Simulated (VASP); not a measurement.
# TiC (Fm-3m) in VASP: further runs, part 2 of 2

VASP 6.6.1.

### 4 Single point, BLYP+D4

This run uses another cell than the first one, of 10.11 Å³/atom, 1.020 times its volume.

File INCAR:

```
AGGAC = 1.0
AGGAX = 1.0
ALDAC = 0.0
ALDAX = 1.0
ALGO = Normal
EDIFF = 1E-7
ENCUT = 520
GGA = B5
ISIF = 2
ISMEAR = -1
IVDW = 13
LASPH = True
LCHARG = False
LREAL = False
LWAVE = False
NBANDS = 15
NELM = 100
PREC = Accurate
SIGMA = 0.05
VDW_A1 = 0.44488865
VDW_A2 = 4.0933009
VDW_S6 = 1.0
VDW_S8 = 2.34076671
```

File KPOINTS:

```
k-points
0
Gamma
  11 11 11
```

File POSCAR:

```
TiC
1.0
    0.0000000000      2.1622097184      2.1622097184
    2.1622097184      0.0000000000      2.1622097184
    2.1622097184      2.1622097184      0.0000000000
Ti C
1 1
Direct
    0.0000000000      0.0000000000      0.0000000000
    0.5000000000      0.5000000000      0.5000000000
```

Potentials or basis: VASP PAW PBE potentials, release 64 (Ti_sv, C).

Started as:

```
> cat potpaw_PBE.64/Ti_sv/POTCAR potpaw_PBE.64/C/POTCAR > POTCAR
> mpirun -np 1 vasp_std > vasp.out
```

OUTCAR:

```text
EDIFF = 1E-7
   ENCUT = 520
   GGA = B5
   ISIF = 2
   ISMEAR = -1
   IVDW = 13
   LASPH = True
   LREAL = False
   NELM = 100
   PREC = Accurate

 ion  position               nearest neighbor table
   1  0.000  0.000  0.000-   2 2.16   2 2.16   2 2.16   2 2.16   2 2.16   2 2.16
   2  0.500  0.500  0.500-   1 2.16   1 2.16   1 2.16   1 2.16   1 2.16   1 2.16

  LATTYP: Found a face centered cubic cell.
 ALAT       =     4.3244194368

  Lattice vectors:

 A1 = (   0.0000000000,   2.1622097184,   2.1622097184)
 A2 = (   2.1622097184,   0.0000000000,   2.1622097184)
 A3 = (   2.1622097184,   2.1622097184,   0.0000000000)
[... 616 lines left out ...]

  DFT-D4 for vdW energy calculation

  Edisp (eV):   -1.05692

  FORCE on cell =-STRESS in cart. coord.  units (eV):
  Direction    XX          YY          ZZ          XY          YZ          ZX
  --------------------------------------------------------------------------------------
  -------------------------------------------------------------------------------------
  Total       0.07539     0.07539     0.07539     0.00000     0.00000    -0.00000
  in kB       5.97448     5.97448     5.97448     0.00000     0.00000    -0.00000
  external pressure =        5.97 kB  Pullay stress =        0.00 kB

 VOLUME and BASIS-vectors are now :
 -----------------------------------------------------------------------------
  energy-cutoff  :      520.00
  volume of cell :       20.22
      direct lattice vectors                 reciprocal lattice vectors
     0.000000000  2.162209718  2.162209718    -0.231244914  0.231244914  0.231244914
     2.162209718  0.000000000  2.162209718     0.231244914 -0.231244914  0.231244914
     2.162209718  2.162209718  0.000000000     0.231244914  0.231244914 -0.231244914

 POSITION                                       TOTAL-FORCE (eV/Angst)
 -----------------------------------------------------------------------------------
      0.00000      0.00000      0.00000         0.000000      0.000000      0.000000
      2.16221      2.16221      2.16221        -0.000000     -0.000000      0.000000
 -----------------------------------------------------------------------------------
    total drift:                                0.000000     -0.000000     -0.000000

  FREE ENERGIE OF THE ION-ELECTRON SYSTEM (eV)
  ---------------------------------------------------
  free  energy   TOTEN  =       -18.0747559550 eV

  energy  without entropy=      -18.0723146516  energy(sigma->0) =      -18.07353530
```

OSZICAR:

```text
N       E                     dE             d eps       ncg     rms          rms(c)
DAV:   1     0.119526259915E+03    0.11953E+03   -0.80374E+03  1688   0.128E+03
DAV:   2    -0.157052707813E+02   -0.13523E+03   -0.12677E+03  1785   0.333E+02
DAV:   3    -0.229281209537E+02   -0.72229E+01   -0.71292E+01  2186   0.770E+01
DAV:   4    -0.231457973675E+02   -0.21768E+00   -0.21741E+00  2101   0.125E+01
DAV:   5    -0.231507099421E+02   -0.49126E-02   -0.49124E-02  2142   0.165E+00    0.186E+01
DAV:   6    -0.178639302691E+02    0.52868E+01   -0.13663E+01  2363   0.585E+01    0.785E+00
DAV:   7    -0.170560526528E+02    0.80788E+00   -0.28359E+00  1971   0.243E+01    0.507E+00
DAV:   8    -0.170318044988E+02    0.24248E-01   -0.13726E-01  1876   0.375E+00    0.364E+00
DAV:   9    -0.170208830216E+02    0.10921E-01   -0.95716E-02  2355   0.457E+00    0.713E-01
DAV:  10    -0.170195185618E+02    0.13645E-02   -0.11983E-02  2110   0.137E+00    0.548E-01
DAV:  11    -0.170180949434E+02    0.14236E-02   -0.17663E-03  1968   0.638E-01    0.210E-01
DAV:  12    -0.170178519068E+02    0.24304E-03   -0.39529E-04  2237   0.331E-01    0.333E-02
DAV:  13    -0.170178394831E+02    0.12424E-04   -0.45137E-05  1954   0.909E-02    0.472E-03
DAV:  14    -0.170178390127E+02    0.47038E-06   -0.32211E-06  2058   0.148E-02    0.319E-03
DAV:  15    -0.170178390268E+02   -0.14071E-07   -0.64527E-07  1960   0.113E-02
   1 F= -.18074756E+02 E0= -.18073535E+02  d E =-.244130E-02
```

stdout:

```text
POSCAR found type information on POSCAR TiC
 POSCAR found :  2 types and       2 ions
 scaLAPACK will be used
 -----------------------------------------------------------------------------
|                                                                             |
|                                                                             |
|     You enforced a specific xc type in the INCAR file but a different       |
|     I HOPE YOU KNOW WHAT YOU ARE DOING!                                     |
|                                                                             |
 -----------------------------------------------------------------------------

 LDA part: xc-table for (Slater(with rela. corr.)+VWN5), standard interpolation
 POSCAR, INCAR and KPOINTS ok, starting setup
 FFT: planning ... GRIDC
 FFT: planning ... GRID_SOFT
 FFT: planning ... GRID
 WAVECAR not read
 entering main loop
```

Run time: 12 s. Hardware: 1 thread of Intel Xeon 6975P-C (Granite Rapids), shared host; peak memory 0.15 GiB.

What came out:

```yaml
Free_energy: -18.0748 eV
Pressure: 0.6 GPa
Band_gap_on_the_k_mesh: zero (band 8 reaches 10.59 eV, above the bottom of band 9 at 9.50 eV)
Dispersion_energy_per_atom: -0.528 eV
```

Levels at points of the mesh, in eV from the Fermi level:
| k point | band 5 | band 6 | band 7 | band 8 | band 9 | band 10 | band 11 | band 12 |
| --- | --- | --- | --- | --- | --- | --- | --- | --- |
| (0.00, 0.00, 0.00) | -12.32 | 0.62 | 0.62 | 0.62 | 1.56 | 1.56 | 1.56 | 1.58 |

Caveat: the PAW data sets were made with another functional, which shifts forces and pressure a little; pairwise dispersion overbinds metals, which lowers pressure and volume.

### 5 Single point, PBE

This run uses another cell than the first one, of 10.16 Å³/atom, 1.025 times its volume.

File INCAR:

```
  PREC = Accurate
  ENCUT = 520
  EDIFF = 1E-6
  ISMEAR = 0
  SIGMA = 0.028999999999999998
  LREAL = False
  LASPH = True
  NELM = 100
  ALGO = Normal
  ISIF = 2
  LWAVE = False
  LCHARG = False
  GGA = PE
  NBANDS = 15
```

File KPOINTS:

```
regular mesh
0
Gamma
  11 11 11
```

File POSCAR:

```
TiC
1.0
    0.0000000000      2.1657188437      2.1657188437
    2.1657188437      0.0000000000      2.1657188437
    2.1657188437      2.1657188437      0.0000000000
Ti C
1 1
Direct
    0.0000000000      0.0000000000      0.0000000000
    0.5000000000      0.5000000000      0.5000000000
```

Potentials or basis: VASP PAW PBE potentials, release 64 (Ti_sv, C).

Started as:

```
> cat potpaw_PBE.64/Ti_sv/POTCAR potpaw_PBE.64/C/POTCAR > POTCAR
> mpirun -np 1 vasp_std > vasp.out
```

OUTCAR:

```text
PREC = Accurate
   ENCUT = 520
   EDIFF = 1E-6
   ISMEAR = 0
   LREAL = False
   LASPH = True
   NELM = 100
   ISIF = 2
   GGA = PE

 ion  position               nearest neighbor table
   1  0.000  0.000  0.000-   2 2.17   2 2.17   2 2.17   2 2.17   2 2.17   2 2.17
   2  0.500  0.500  0.500-   1 2.17   1 2.17   1 2.17   1 2.17   1 2.17   1 2.17

  LATTYP: Found a face centered cubic cell.
 ALAT       =     4.3314376874

  Lattice vectors:

 A1 = (   0.0000000000,   2.1657188437,   2.1657188437)
 A2 = (   2.1657188437,   0.0000000000,   2.1657188437)
[... 610 lines left out ...]
     12      13.7698      0.00000
     13      16.6607      0.00000
     14      21.1958      0.00000
     15      22.8988      0.00000

 [... further k-points ...]
[... 5 lines left out ...]
  --------------------------------------------------------------------------------------
  -------------------------------------------------------------------------------------
  Total        0.0623604      0.0623604      0.0623604     -0.0000000      0.0000000      0.0000000
  in kB        4.9179393      4.9179393      4.9179393     -0.0000000      0.0000000      0.0000000
  external PRESSURE =       4.9179393 kB  Pullay stress =       0.0000000 kB

 VOLUME and BASIS-vectors are now :
 -----------------------------------------------------------------------------
  energy-cutoff  :      520.00
  volume of cell :       20.32
      direct lattice vectors                 reciprocal lattice vectors
     0.000000000  2.165718844  2.165718844    -0.230870227  0.230870227  0.230870227
     2.165718844  0.000000000  2.165718844     0.230870227 -0.230870227  0.230870227
     2.165718844  2.165718844  0.000000000     0.230870227  0.230870227 -0.230870227

 POSITION                                       TOTAL-FORCE (eV/Angst)
 -----------------------------------------------------------------------------------
      0.00000      0.00000      0.00000        -0.000000      0.000000      0.000000
      2.16572      2.16572      2.16572         0.000000     -0.000000      0.000000
 -----------------------------------------------------------------------------------
    total drift:                                0.000000     -0.000000     -0.000000

  FREE ENERGIE OF THE ION-ELECTRON SYSTEM (eV)
  ---------------------------------------------------
  free  energy   TOTEN  =       -18.7089420553 eV

  energy  without entropy=      -18.7086167585  energy(sigma->0) =      -18.70877941
```

OSZICAR:

```text
N       E                     dE             d eps       ncg     rms          rms(c)
DAV:   1     0.117870900040E+03    0.11787E+03   -0.81124E+03  1687   0.127E+03
DAV:   2    -0.167726530651E+02   -0.13464E+03   -0.12592E+03  1841   0.339E+02
DAV:   3    -0.240196613352E+02   -0.72470E+01   -0.71148E+01  2068   0.783E+01
DAV:   4    -0.243165267785E+02   -0.29687E+00   -0.29664E+00  2229   0.141E+01
DAV:   5    -0.243221768864E+02   -0.56501E-02   -0.56494E-02  2100   0.177E+00    0.183E+01
DAV:   6    -0.193291335526E+02    0.49930E+01   -0.11853E+01  2349   0.563E+01    0.694E+00
DAV:   7    -0.187453323773E+02    0.58380E+00   -0.21565E+00  1988   0.207E+01    0.490E+00
DAV:   8    -0.187218101094E+02    0.23522E-01   -0.10650E-01  1884   0.339E+00    0.343E+00
DAV:   9    -0.187125545138E+02    0.92556E-02   -0.99845E-02  2287   0.441E+00    0.752E-01
DAV:  10    -0.187111356450E+02    0.14189E-02   -0.11883E-02  2165   0.140E+00    0.647E-01
DAV:  11    -0.187091106506E+02    0.20250E-02   -0.26382E-03  1946   0.742E-01    0.199E-01
DAV:  12    -0.187089493882E+02    0.16126E-03   -0.32210E-04  2253   0.244E-01    0.385E-02
DAV:  13    -0.187089421229E+02    0.72653E-05   -0.43662E-05  1848   0.643E-02    0.645E-03
DAV:  14    -0.187089420553E+02    0.67624E-07   -0.11375E-06  1652   0.115E-02
   1 F= -.18708942E+02 E0= -.18708779E+02  d E =-.325297E-03
```

Wall time 6.3 s (1 thread of Intel Xeon 6975P-C (Granite Rapids), shared host); peak memory 0.14 GiB.

Results:

```yaml
Free_energy: -18.7089 eV
Pressure: 0.5 GPa
Band_gap_on_the_k_mesh: zero (band 8 reaches 10.10 eV, above the bottom of band 9 at 9.00 eV)
```

### 6 Single point, PBE

This run uses another cell than the first one, of 10.16 Å³/atom, 1.025 times its volume.

File INCAR:

```
ALGO = Normal
EDIFF = 1E-6
ENCUT = 520
GGA = PE
ISIF = 2
ISMEAR = 0
LASPH = True
LCHARG = False
LREAL = False
LWAVE = False
NBANDS = 15
NELM = 60
PREC = Accurate
SIGMA = 0.03
```

File KPOINTS:

```
k-points
0
Gamma
  11 11 11
```

POSCAR is that of step 5.

Potentials or basis: VASP PAW PBE potentials, release 64 (Ti_sv, C).

Started as:

```
> cat potpaw_PBE.64/Ti_sv/POTCAR potpaw_PBE.64/C/POTCAR > POTCAR
> mpirun -np 1 vasp_std > vasp.out
```

It took 7 s on 1 thread of Intel Xeon 6975P-C (Granite Rapids), shared host; peak memory 0.14 GiB.

It converged, with:

```yaml
Free_energy: -18.7090 eV
Pressure: 0.5 GPa
Band_gap_on_the_k_mesh: zero (band 8 reaches 10.10 eV, above the bottom of band 9 at 9.00 eV)
```

Levels at points of the mesh, in eV from the Fermi level:
| k point | band 6 | band 7 | band 8 | band 9 | band 10 | band 11 |
| --- | --- | --- | --- | --- | --- | --- |
| (0.00, 0.00, 0.00) | 0.56 | 0.56 | 0.56 | 1.54 | 1.54 | 1.54 |

### 7 Overview

| level | cell | smearing | gap on the mesh (eV) | pressure (GPa) |
| --- | --- | --- | --- | --- |
| revPBE+D4 | a = 3.038 Å, angles 60.0°, 2 atoms | fermi-dirac 0.05 eV | none | 0.2 |
| BLYP+D3(BJ) | a = 3.029 Å, angles 60.0°, 2 atoms | fermi-dirac 0.05 eV | none | 0.6 |
| BLYP+D4 | a = 3.058 Å, angles 60.0°, 2 atoms | fermi-dirac 0.05 eV | none | 0.6 |
| PBE | a = 3.063 Å, angles 60.0°, 2 atoms | gaussian 0.029 eV | none | 0.5 |
| PBE | a = 3.063 Å, angles 60.0°, 2 atoms | gaussian 0.03 eV | none | 0.5 |

Alike in all rows: task single point; potentials or basis VASP PAW PBE potentials, release 64 (Ti_sv, C); no spin polarisation; k mesh 11 × 11 × 11; cutoff (eV) 520.

Caveats: the PAW data sets were made with another functional, which shifts forces and pressure a little (some runs); pairwise dispersion overbinds metals, which lowers pressure and volume (some runs).

Absolute energies hang on the potentials; compare differences alone.
